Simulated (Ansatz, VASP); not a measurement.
# HF in VASP and in Ansatz

The input INCAR:

```
SYSTEM = HF
ALGO = Normal
DIPOL = 0.5 0.5 0.666
EDIFF = 1E-7
ENCUT = 520
GGA = PE
IDIPOL = 3
ISIF = 2
ISMEAR = 0
IVDW = 12
LASPH = .True.
LCHARG = .True.
LDIPOL = .True.
LELF = .True.
LREAL = .False.
LVACPOTAV = .True.
LVHAR = .True.
LWAVE = .False.
NBANDS = 11
NELM = 80
PREC = Accurate
SIGMA = 0.1
```

Contents of KPOINTS:

```
k-points
0
Gamma
  4 4 1
  0 0 0
```

File POSCAR:

```
HF
1.0
    6.2014901195      0.0000000000      0.0000000000
   -3.1007450597      5.3706479848      0.0000000000
    0.0000000000      0.0000000000     24.3293693490
F H
1 1
Direct
    0.1561764108      0.1639236087      0.6831151481
    0.0831097607      0.0850318744      0.6493775329
```

Input for Ansatz:

```yaml
crystal:
  lattice:
    - [6.2014901195, 0.0, 0.0]
    - [-3.1007450597, 5.3706479848, 0.0]
    - [0.0, 0.0, 24.329369349]
  atoms:
    - { symbol: F, position: [0.1561764108, 0.1639236087, 0.6831151481] }
    - { symbol: H, position: [0.0831097607, 0.0850318744, 0.6493775329] }
basis:
  ecutwfc: 420
kpoints:
  mp_grid: { grid: [4, 4, 1] }
hamiltonian:
  xc: pbe
  dispersion: d3bj
scf:
  occupations: { method: gaussian, width: 0.1 }
output:
  forces: true
  eigenvalues: true
  write_density: true
  volumetric_format: npy
efield:
  axis: 3
  dipole_correction: true
  ramp_width: 0.04
```

Alike in both runs: task single point; functional PBE; dispersion D3(BJ); k mesh 4 × 4 × 1; occupations gaussian, width 0.1 eV; no spin polarisation.

```csv
,VASP,Ansatz
version,VASP 6.6.1,Ansatz 0.2.0
potentials or method,"VASP PAW PBE potentials, release 64 (F, H), cutoff 520 eV","scalar-relativistic, plane waves, PAW"
valence electrons in the cell,8,8
```

|  | VASP | Ansatz | Ansatz less VASP |
| --- | --- | --- | --- |
| gap on the k mesh at the Fermi level (eV) | 7.78 | 7.81 | +0.027 |
| rms of the force components (eV/Å) | 0.319 | 0.477 | +0.1589 |

Atom by atom the forces differ by 0.160 eV/Å (rms over components).
